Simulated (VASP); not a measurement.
# TlCl (Pm-3m) in VASP: notebook

TlCl is run at these levels: PBE; tasks: single point.

Program: VASP 6.6.1. These are calculated values, not measurements. Logs are shortened: lines on timing, memory, paths and dates and some standing lists are left out, and cuts for length are marked.

### Step 1. The cell of the first run

Symmetry: Pm-3m, No. 221, cubic system. Conventional cell: a = 3.868 Å, b = 3.868 Å, c = 3.868 Å, α = 90.00°, β = 90.00°, γ = 90.00°. Tl (site symmetry m-3m) has 8 Cl at 3.35 Å and 6 Tl at 3.87 Å within 4.4 Å. Within 4.4 Å of Cl (site symmetry m-3m) lie 8 Tl at 3.35 Å and 6 Cl at 3.87 Å.

### Step 2. Single point, PBE

The input, INCAR:

```
  PREC = Accurate
  ENCUT = 500
  EDIFF = 1E-6
  ISMEAR = 0
  SIGMA = 0.01
  LREAL = False
  LASPH = True
  NELM = 120
  ALGO = Normal
  ISIF = 2
  LWAVE = False
  LCHARG = False
  GGA = PE
  NBANDS = 17
  GGA_COMPAT = False
```

The input, KPOINTS:

```
regular mesh
0
Gamma
  5 5 5
```

The input, POSCAR:

```
TlCl
1.0
    3.8677814763      0.0000000000      0.0000000000
    0.0000000000      3.8677814763      0.0000000000
    0.0000000000      0.0000000000      3.8677814763
Tl Cl
1 1
Direct
    0.0000000000      0.0000000000      0.0000000000
    0.5000000000      0.5000000000      0.5000000000
```

Potentials or basis: VASP PAW PBE potentials, release 64 (Tl_d, Cl).

Command:

```sh
$ cat potpaw_PBE.64/Tl_d/POTCAR potpaw_PBE.64/Cl/POTCAR > POTCAR
$ mpirun -np 1 vasp_std > vasp.out
```

OUTCAR:

```text
PREC = Accurate
   ENCUT = 500
   EDIFF = 1E-6
   ISMEAR = 0
   LREAL = False
   LASPH = True
   NELM = 120
   ISIF = 2
   GGA = PE

 ion  position               nearest neighbor table
   1  0.000  0.000  0.000-   2 3.35   2 3.35   2 3.35   2 3.35   2 3.35   2 3.35   2 3.35   2 3.35

   2  0.500  0.500  0.500-   1 3.35   1 3.35   1 3.35   1 3.35   1 3.35   1 3.35   1 3.35   1 3.35

  LATTYP: Found a simple cubic cell.
 ALAT       =     3.8677814763

  Lattice vectors:

 A1 = (   3.8677814763,   0.0000000000,   0.0000000000)
 A2 = (   0.0000000000,   3.8677814763,   0.0000000000)
 A3 = (   0.0000000000,   0.0000000000,   3.8677814763)

Analysis of symmetry for initial positions (statically):
=====================================================================
 Subroutine PRICEL returns:
 Original cell was already a primitive cell.

 Routine SETGRP: Setting up the symmetry group for a
 simple cubic supercell.

 Subroutine GETGRP returns: Found 48 space group operations
 (whereof 48 operations were pure point group operations)
 out of a pool of 48 trial point group operations.

The static configuration has the point symmetry O_h .

Analysis of symmetry for dynamics (positions and initial velocities):
=====================================================================
 Subroutine PRICEL returns:
 Original cell was already a primitive cell.

 Routine SETGRP: Setting up the symmetry group for a
 simple cubic supercell.

 Subroutine GETGRP returns: Found 48 space group operations
 (whereof 48 operations were pure point group operations)
 out of a pool of 48 trial point group operations.

The dynamic configuration has the point symmetry O_h .

 Subroutine INISYM returns: Found 48 space group operations
 (whereof 48 operations are pure point group operations),
 and found     1 'primitive' translations

----------------------------------------------------------------------------------------

                                     Primitive cell

  volume of cell :      57.8610

  direct lattice vectors                    reciprocal lattice vectors
     3.867781476  0.000000000  0.000000000     0.258546147  0.000000000  0.000000000
     0.000000000  3.867781476  0.000000000     0.000000000  0.258546147  0.000000000
     0.000000000  0.000000000  3.867781476     0.000000000  0.000000000  0.258546147

  length of vectors
     3.867781476  3.867781476  3.867781476     0.258546147  0.258546147  0.258546147

  position of ions in fractional coordinates (direct lattice)
     0.000000000  0.000000000  0.000000000
     0.500000000  0.500000000  0.500000000

  ion indices of the primitive-cell ions
   primitive index   ion index
                 1           1
                 2           2

----------------------------------------------------------------------------------------

 KPOINTS: regular mesh

Automatic generation of k-mesh.
 Grid dimensions read from file:
 generate k-points for:    5    5    5

 Generating k-lattice:

  Cartesian coordinates                     Fractional coordinates (reciprocal lattice)
     0.051709229  0.000000000  0.000000000     0.200000000  0.000000000  0.000000000
     0.000000000  0.051709229  0.000000000     0.000000000  0.200000000  0.000000000
     0.000000000  0.000000000  0.051709229     0.000000000  0.000000000  0.200000000

  Length of vectors
     0.051709229  0.051709229  0.051709229

  Shift w.r.t. Gamma in fractional coordinates (k-lattice)
     0.000000000  0.000000000  0.000000000

 Subroutine IBZKPT returns following result:
 ===========================================

 Found     10 irreducible k-points:

 Following reciprocal coordinates:
            Coordinates               Weight
  0.000000  0.000000  0.000000      1.000000
  0.200000  0.000000  0.000000      6.000000
  0.400000  0.000000  0.000000      6.000000
  0.200000  0.200000  0.000000     12.000000
  0.400000  0.200000  0.000000     24.000000
  0.400000  0.400000  0.000000     12.000000
  0.200000  0.200000  0.200000      8.000000
  0.400000  0.200000  0.200000     24.000000
  0.400000  0.400000  0.200000     24.000000
  0.400000  0.400000  0.400000      8.000000
   k-points           NKPTS =     10   k-points in BZ     NKDIM =     10   number of bands    NBANDS=     17
   number of dos      NEDOS =    301   number of ions     NIONS =      2
   total plane-waves  NPLWV =  21952
   dimension x,y,z NGX =    28 NGY =   28 NGZ =   28
   dimension x,y,z NGXF=    56 NGYF=   56 NGZF=   56
   ions per type =               1   1
   NGX,Y,Z   is equivalent  to a cutoff of  12.04, 12.04, 12.04 a.u.
   NGXF,Y,Z  is equivalent  to a cutoff of  24.07, 24.07, 24.07 a.u.
 SYSTEM =  unknown system
   PREC   = accura    normal or accurate (medium, high low for compatibility)
   ISTART =      0    job   : 0-new  1-cont  2-samecut
   ICHARG =      2    charge: 1-file 2-atom 10-const
   ISPIN  =      1    spin polarized calculation?
   LNONCOLLINEAR =      F non collinear calculations
   LSORBIT =      F    spin-orbit coupling
   LASPH  =      T    aspherical Exc in radial PAW
   ENCUT  =  500.0 eV  36.75 Ry    6.06 a.u.   7.05  7.05  7.05*2*pi/ulx,y,z
   NELM   =    120;   NELMIN=  2; NELMDL= -5     # of ELM steps
   EDIFF  = 0.1E-05   stopping-criterion for ELM
   LREAL  =      F    real-space projection
   EDIFFG = 0.1E-04   stopping-criterion for IOM
   NSW    =      0    number of steps for IOM
   IBRION =     -1    ionic relax: 0-MD 1-quasi-New 2-CG
   NFREE  =      0    steps in history (QN), initial steepest desc. (CG)
   ISIF   =      2    stress and relaxation
   ISYM   =      2    0-nonsym 1-usesym 2-fastsym
   POTIM  = 0.5000    time-step for ionic-motion
   TEBEG  =    0.0;   TEEND  =   0.0 temperature during run
   PSTRESS=    0.0 pullay stress
   NELECT =      20.0000    total number of electrons
   NUPDOWN=      -1.0000    fix difference up-down
   EMIN   =  10.00;   EMAX   =-10.00  energy-range for DOS
   EFERMI =   0.00;   METHOD = LEGACY
   ISMEAR =     0;   SIGMA  =   0.01  broadening in eV -4-tet -1-fermi 0-gaus
   EFERMI_NEDOS =   21; number of points for ismear=-14 and -15
   IALGO  =     38    algorithm
   IMIX   =      4    mixing-type and parameters
     AMIX     =   0.40;   BMIX     =  1.00
     AMIX_MAG =   1.60;   BMIX_MAG =  1.00
  volume/ion in A,a.u.               =      28.93       195.23
  Fermi-wavevector in a.u.,A,eV,Ry     =   1.148919  2.171143 17.959905  1.320016
  Thomas-Fermi vector in A             =   2.285592
   LORBIT       =      0    0 simple, 1 ext, 2 COOP (PROOUT), +10 PAW based schemes
   GGA     = PE    functional components
   LHFCALC =     F    Hartree Fock is set to
   AEXX    =    0.0000 exact exchange contribution
   IVDW    =     0    specifies the selected vdW correction
   LEPSILON=     F    determine dielectric tensor
   LRPA    =     F    only Hartree local field effects (RPA)
 non-spin polarized calculation
 Gauss-broadening in eV      SIGMA  =   0.01
  energy-cutoff  :      500.00
  volume of cell :       57.86
 maximum number of plane-waves:      1480
   NGX = 15   NGY = 15   NGZ = 15

 number of electron      19.9999994 magnetization

 Free energy of the ion-electron system (eV)
  ---------------------------------------------------
  ext. energy  EPLUGINS =         0.00000000
  ---------------------------------------------------
  free energy    TOTEN  =        -6.01339148 eV

  energy without entropy =       -6.01339148  energy(sigma->0) =       -6.01339148

 E-fermi :   2.2646     XC(G=0):  -9.0108

 val. band max:        2.1451657946   @ k =   0.4000   0.0000   0.0000
 cond. band min:       5.0744604465   @ k =   0.4000   0.0000   0.0000
 fundamental gap:      2.9292946519
 Fermi energy:         2.2645918172

 k-point     1 :       0.0000    0.0000    0.0000
  band No.  band energies     occupation
      1     -11.1951      2.00000
      2      -7.4591      2.00000
      3      -7.4591      2.00000
      4      -7.2317      2.00000
      5      -7.2317      2.00000
      6      -7.2317      2.00000
[... 9 lines left out ...]
     16      14.6798      0.00000
     17      16.6156      0.00000

 k-point     2 :       0.2000    0.0000    0.0000
  band No.  band energies     occupation
      1     -11.1187      2.00000
      2      -7.4546      2.00000
      3      -7.4027      2.00000
      4      -7.2574      2.00000
      5      -7.2574      2.00000
      6      -7.2294      2.00000
[... 9 lines left out ...]
     16      16.1953      0.00000
     17      16.4117      0.00000

 k-point     3 :       0.4000    0.0000    0.0000
  band No.  band energies     occupation
      1     -10.9879      2.00000
      2      -7.4474      2.00000
      3      -7.3159      2.00000
      4      -7.2982      2.00000
      5      -7.2982      2.00000
      6      -7.2256      2.00000
[... 9 lines left out ...]
     16      15.0886      0.00000
     17      16.5966      0.00000

 k-point     4 :       0.2000    0.2000    0.0000
  band No.  band energies     occupation
      1     -11.0555      2.00000
      2      -7.4258      2.00000
      3      -7.3676      2.00000
      4      -7.2704      2.00000
      5      -7.2566      2.00000
      6      -7.2503      2.00000
[... 9 lines left out ...]
     16      14.4234      0.00000
     17      15.0915      0.00000

 k-point     5 :       0.4000    0.2000    0.0000
  band No.  band energies     occupation
      1     -10.9492      2.00000
      2      -7.4107      2.00000
      3      -7.2919      2.00000
      4      -7.2889      2.00000
      5      -7.2811      2.00000
      6      -7.2471      2.00000
[... 9 lines left out ...]
     16      14.9791      0.00000
     17      15.6928      0.00000

 k-point     6 :       0.4000    0.4000    0.0000
  band No.  band energies     occupation
      1     -10.8857      2.00000
      2      -7.3773      2.00000
      3      -7.2828      2.00000
      4      -7.2804      2.00000
      5      -7.2664      2.00000
      6      -7.2027      2.00000
[... 9 lines left out ...]
     16      14.1352      0.00000
     17      14.8164      0.00000

 k-point     7 :       0.2000    0.2000    0.2000
  band No.  band energies     occupation
      1     -10.9992      2.00000
      2      -7.3640      2.00000
      3      -7.3640      2.00000
      4      -7.2797      2.00000
      5      -7.2797      2.00000
      6      -7.2524      2.00000
[... 9 lines left out ...]
     16      15.7475      0.00000
     17      16.1419      0.00000

 k-point     8 :       0.4000    0.2000    0.2000
  band No.  band energies     occupation
      1     -10.9048      2.00000
      2      -7.3573      2.00000
      3      -7.3271      2.00000
      4      -7.2826      2.00000
      5      -7.2622      2.00000
      6      -7.2597      2.00000
[... 9 lines left out ...]
     16      14.4354      0.00000
     17      16.6397      0.00000

 k-point     9 :       0.4000    0.4000    0.2000
  band No.  band energies     occupation
      1     -10.8310      2.00000
      2      -7.3348      2.00000
      3      -7.3182      2.00000
      4      -7.3079      2.00000
      5      -7.2772      2.00000
      6      -7.2005      2.00000
[... 9 lines left out ...]
     16      14.1703      0.00000
     17      17.0369      0.00000

 k-point    10 :       0.4000    0.4000    0.4000
  band No.  band energies     occupation
      1     -10.7383      2.00000
      2      -7.3771      2.00000
      3      -7.3771      2.00000
      4      -7.3390      2.00000
      5      -7.1976      2.00000
      6      -7.1976      2.00000
[... 9 lines left out ...]
     16      14.5506      0.00000
     17      19.2395      0.00000

------------------------ aborting loop because EDIFF is reached ----------------------------------------

  FORCE on cell =-STRESS in cart. coord.  units (eV):
  Direction    XX          YY          ZZ          XY          YZ          ZX
  --------------------------------------------------------------------------------------
  -------------------------------------------------------------------------------------
  Total        0.1818019      0.1818019      0.1818019      0.0000000      0.0000000     -0.0000000
  in kB        5.0341166      5.0341166      5.0341166      0.0000000      0.0000000     -0.0000000
  external PRESSURE =       5.0341166 kB  Pullay stress =       0.0000000 kB

 VOLUME and BASIS-vectors are now :
 -----------------------------------------------------------------------------
  energy-cutoff  :      500.00
  volume of cell :       57.86
      direct lattice vectors                 reciprocal lattice vectors
     3.867781476  0.000000000  0.000000000     0.258546147  0.000000000  0.000000000
     0.000000000  3.867781476  0.000000000     0.000000000  0.258546147  0.000000000
     0.000000000  0.000000000  3.867781476     0.000000000  0.000000000  0.258546147

 POSITION                                       TOTAL-FORCE (eV/Angst)
 -----------------------------------------------------------------------------------
      0.00000      0.00000      0.00000         0.000000      0.000000      0.000000
      1.93389      1.93389      1.93389         0.000000      0.000000      0.000000
 -----------------------------------------------------------------------------------
    total drift:                               -0.000000      0.000000      0.000000

  FREE ENERGIE OF THE ION-ELECTRON SYSTEM (eV)
  ---------------------------------------------------
  free  energy   TOTEN  =        -6.0133914810 eV

  energy  without entropy=       -6.0133914810  energy(sigma->0) =       -6.01339148
```

Wall time 4.2 s (1 thread of AMD EPYC 9R45 (Zen 5), shared host); peak memory 0.12 GiB.

What came out:

| Item | Value |
| --- | --- |
| Free energy | -6.0134 eV |
| Pressure | 0.5 GPa |
| Band gap on the k mesh | 2.93 eV, direct |

Caveat: spin-orbit coupling is left out, which moves the levels of the heavy elements. A k mesh can miss the band edges.

### Step 3. Single point, PBE

This run uses another cell than the first one, of 29.68 Å³/atom, 1.026 times its volume.

The input, INCAR:

```
PREC     = Accurate       # precision mode
ENCUT    = 500            # plane-wave cutoff, eV
EDIFF    = 1E-6           # SCF threshold, eV
ISMEAR   = 0              # smearing method
SIGMA    = 0.01           # smearing width, eV
LREAL    = F              # projectors in reciprocal space
LASPH    = T              # aspherical terms in the spheres
NELM     = 120            # most SCF steps
ALGO     = Normal         # electronic algorithm
ISIF     = 2              # what is computed and relaxed
LWAVE    = F              # write WAVECAR
LCHARG   = F              # write CHGCAR
GGA      = PE             # functional
NBANDS   = 17             # bands
GGA_COMPAT= F
```

The input, KPOINTS:

```
Automatic mesh
0
Gamma
  5 5 5
```

The input, POSCAR:

```
TlCl
1.0
    3.9009829413      0.0000000000      0.0000000000
    0.0000000000      3.9009829413      0.0000000000
    0.0000000000      0.0000000000      3.9009829413
Tl Cl
1 1
Direct
    0.0000000000      0.0000000000      0.0000000000
    0.5000000000      0.5000000000      0.5000000000
```

Potentials or basis: VASP PAW PBE potentials, release 64 (Tl_d, Cl).

Command:

```sh
$ cat potpaw_PBE.64/Tl_d/POTCAR potpaw_PBE.64/Cl/POTCAR > POTCAR
$ mpirun -np 1 vasp_std > vasp.out
```

Wall time 4.2 s (1 thread of AMD EPYC 9R45 (Zen 5), shared host); peak memory 0.13 GiB.

The run converged. Its results:

| Item | Value |
| --- | --- |
| Free energy | -6.0158 eV |
| Pressure | -0.1 GPa |
| Band gap on the k mesh | 2.94 eV, direct |

Levels at points of the mesh, in eV from the valence-band top:
```tsv
k point	band 6	band 7	band 8	band 9	band 10	band 11	band 12	band 13	band 14	band 15
(0.00, 0.00, 0.00)	-9.37	-4.18	-1.04	-1.04	-1.04	7.88	7.88	7.88	8.22	8.22
```

Caveat: spin-orbit coupling is left out, which moves the levels of the heavy elements.

[end of part 1 of 2]
